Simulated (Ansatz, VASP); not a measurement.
This is a calculation of NiO for Ansatz 0.2.0.

File input.yaml:

```yaml
crystal:
  lattice:
    - [0.0, 2.0859016414, 2.0859016414]
    - [2.0859016414, 0.0, 2.0859016414]
    - [2.0859016414, 2.0859016414, 0.0]
  atoms:
    - { symbol: Ni, position: [0.0, 0.0, 0.0] }
    - { symbol: O, position: [0.5, 0.5, 0.5] }
hamiltonian:
  xc: blyp
  pseudopotentials: { kind: paw }
magnetization:
  spin_polarized: true
kpoints:
  mp_grid: { grid: [11, 11, 11] }
scf:
  occupations: { method: tetrahedron }
output:
  forces: true
  stress: true
relax:
  f_tol: 0.01
  max_steps: 40
  cell: { stress_tol: 0.05 }
```

Potentials or basis: Ansatz PAW.

Command:

```console
$ ansatz run input.yaml --threads 2 --pin off --max-ram 5632MiB --backend cpu --events-out ev --progress --plain --runs-dir out
```

Question: Translate it to VASP 6.6.1. Potentials there: VASP PAW PBE potentials, release 64 (Ni_sv_GW, O).

Answer: As run (the cutoff follows the program's own potentials):

INCAR

```
SYSTEM = NiO
AGGAC = 1.0
AGGAX = 1.0
ALDAC = 0.0
ALDAX = 1.0
ALGO = Normal
EDIFF = 1E-7
EDIFFG = -0.01
ENCUT = 600
GGA = B5
GGA_COMPAT = .False.
IBRION = 2
ISIF = 3
ISMEAR = -5
ISPIN = 2
LASPH = .True.
LCHARG = .False.
LMAXMIX = 4
LORBIT = 11
LREAL = .False.
LWAVE = .False.
MAGMOM = 1.7 0.38
NELM = 200
NELMIN = 4
NSW = 60
PREC = Accurate
SIGMA = 0.05
```

Contents of KPOINTS:

```
k-points
0
Gamma
  11 11 11
  0 0 0
```

File POSCAR:

```
NiO
1.0
    0.0000000000      2.0859016414      2.0859016414
    2.0859016414      0.0000000000      2.0859016414
    2.0859016414      2.0859016414      0.0000000000
Ni O
1 1
Direct
    0.0000000000      0.0000000000      0.0000000000
    0.5000000000      0.5000000000      0.5000000000
```

Potentials or basis: VASP PAW PBE potentials, release 64 (Ni_sv_GW, O).

Run with:

```sh
$ cat potpaw_PBE.64/Ni_sv_GW/POTCAR potpaw_PBE.64/O/POTCAR > POTCAR
$ mpirun -np 1 vasp_std > vasp.out
```

Both were run:

|  | VASP | Ansatz | Ansatz less VASP |
| --- | --- | --- | --- |
| gap on the k mesh at the Fermi level, each at its own relaxed structure (eV) | none | none | - |
| net moment per atom (μB) | 0.96 | 0.97 | +0.008 |
| size of the moment on the site where the two differ most (μB) | 0.32 | 0.34 | +0.028 |
| relaxed volume (Å³/atom) | 9.72 | 9.84 | +0.129 |
| relaxed cell length with the largest relative difference (Å) | 3.018 | 3.031 | +0.0133 |

VASP's potentials were made for PBE, not for BLYP. Site moments also hang on the region over which each program counts them. A gap of «none» marks a metal or a gap that the smearing closes.

Noted on Ansatz's run: the plane-wave basis is chosen anew once the cell has moved, so the energies of steps on either side of that aren't comparable.
